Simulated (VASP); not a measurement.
Input of a VASP 6.6.1 run:

INCAR

```
SYSTEM = Ga
PREC = Accurate
ENCUT = 520
EDIFF = 1E-6
ISMEAR = -1
SIGMA = 0.15
LREAL = .FALSE.
LASPH = .TRUE.
NELM = 100
ALGO = Fast
ISIF = 2
LWAVE = .FALSE.
LCHARG = .FALSE.
GGA = PS
NBANDS = 20
```

KPOINTS

```
regular mesh
0
G
  16 16 12
  0 0 0
```

File POSCAR:

```
Ga
1.0
    1.3634476363     -3.9537306847     -0.0181679719
    1.3634476363      3.9537306847     -0.0181679719
   -0.1597781072      0.0000000000      3.2684046239
Ga
2
Direct
    0.8663263889      0.1336736111      0.2500000000
    0.1336736111      0.8663263889      0.7500000000
```

Potentials or basis: VASP PAW PBE potentials, release 64 (Ga_d).

The run is started by

```bash
$ cat potpaw_PBE.64/Ga_d/POTCAR > POTCAR
$ mpirun -np 1 vasp_std > vasp.out
```

**Question.** Estimate the band gap on the k mesh.

**Answer.** Zero (band 13 reaches 10.21 eV, above the bottom of band 14 at 1.39 eV).

**Question.** Estimate the pressure.

**Answer.** 1.4 GPa.

Caveat: the PAW data sets were made with another functional, which shifts forces and pressure a little.
